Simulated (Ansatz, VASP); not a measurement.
## One calculation of Sb, two programs

```xyz
2
Lattice="2.1542 1.2437 3.7580 -2.1542 1.2437 3.7580 0.0000 -2.4875 3.7580" Properties=species:S:1:pos:R:3 pbc="T T T"
Sb    0.0000    0.0000    2.6324
Sb    0.0000    0.0000    8.6416
```

Alike in both runs: task relaxation of cell and atoms; functional PBE; k mesh 12 × 12 × 12; occupations gaussian, width 0.1 eV; no spin polarisation.

|  | VASP | Ansatz |
| --- | --- | --- |
| version | VASP 6.6.1 | Ansatz 0.2.0 |
| potentials or method | VASP PAW PBE potentials, release 64 (Sb), cutoff 500 eV | scalar-relativistic, plane waves, PAW |
| valence electrons in the cell | 10 | 30 |

|  | VASP | Ansatz | Ansatz less VASP |
| --- | --- | --- | --- |
| gap on the k mesh at the Fermi level, each at its own relaxed structure (eV) | none | none | - |
| relaxed volume (Å³/atom) | 31.77 | 31.86 | +0.088 |
| relaxed cell length with the largest relative difference (Å) | 4.588 | 4.598 | +0.0106 |

A gap of «none» marks a metal or a gap that the smearing closes. VASP's potentials hold 10 valence electrons a cell and Ansatz's 30, so a difference there can come from the potentials and not from the codes.

Spin-orbit coupling is off throughout.
